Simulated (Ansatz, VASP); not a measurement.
Two plane-wave programs on Hf2C

Contents of INCAR:

```
  ALGO = Normal
  EDIFF = 1E-6
  EDIFFG = -0.01
  ENCUT = 600
  GGA = PE
  IBRION = 2
  ISIF = 3
  ISMEAR = 0
  LASPH = True
  LCHARG = False
  LREAL = False
  LWAVE = False
  NELM = 80
  NSW = 100
  PREC = Accurate
  SIGMA = 0.1
```

Contents of KPOINTS:

```
k-points
0
Gamma
  18 18 8
```

POSCAR

```
Hf2C
1.0
    3.2091423365      0.0000000000      0.0000000000
   -1.6045711683      2.7791987878      0.0000000000
    0.0000000000      0.0000000000      5.6536489951
Hf C
2 1
Direct
    0.0000000000      0.0000000000      0.7548179717
    0.0000000000      0.0000000000      0.2451820283
    0.3333333333      0.6666666667      0.0000000000
```

Input for Ansatz:

```yaml
crystal:
  lattice:
    - [3.2091423365, 0.0, 0.0]
    - [-1.6045711683, 2.7791987878, 0.0]
    - [0.0, 0.0, 5.6536489951]
  atoms:
    - { symbol: Hf, position: [0.0, 0.0, 0.7548179717] }
    - { symbol: Hf, position: [0.0, 0.0, 0.2451820283] }
    - { symbol: C, position: [0.3333333333, 0.6666666667, 0.0] }
basis:
  ecutwfc: 420
kpoints:
  mp_grid: { grid: [18, 18, 8] }
hamiltonian:
  xc: pbe
scf:
  occupations: { method: gaussian, width: 0.1 }
output:
  forces: true
  stress: true
  eigenvalues: true
  write_density: true
  write_potential: true
  elf: true
  volumetric_format: npy
relax:
  adjacent_minimum: "off"
  f_tol: 0.01
  max_steps: 80
  cell: { stress_tol: 0.05 }
```

Change from the starting cell: ordered vacancies on the anion sites of nickel arsenide (P-6m2, No. 187).

Alike in both runs: task relaxation of cell and atoms; functional PBE; k mesh 18 × 18 × 8; occupations gaussian, width 0.1 eV; no spin polarisation.

```csv
,VASP,Ansatz
version,VASP 6.6.1,Ansatz 0.2.0
potentials or method,"VASP PAW PBE potentials, release 64 (Hf_pv, C), cutoff 600 eV","scalar-relativistic, plane waves, PAW"
valence electrons in the cell,24,56
```

```tsv
	VASP	Ansatz	Ansatz less VASP
gap on the k mesh at the Fermi level, each at its own relaxed structure (eV)	none	none	-
relaxed volume (Å³/atom)	16.81	16.88	+0.071
relaxed cell length with the largest relative difference (Å)	5.681	5.693	+0.0118
```

A gap of «none» marks a metal or a gap that the smearing closes. VASP's potentials hold 24 valence electrons a cell and Ansatz's 56, so a difference there can come from the potentials and not from the codes.

Spin-orbit coupling is off throughout.
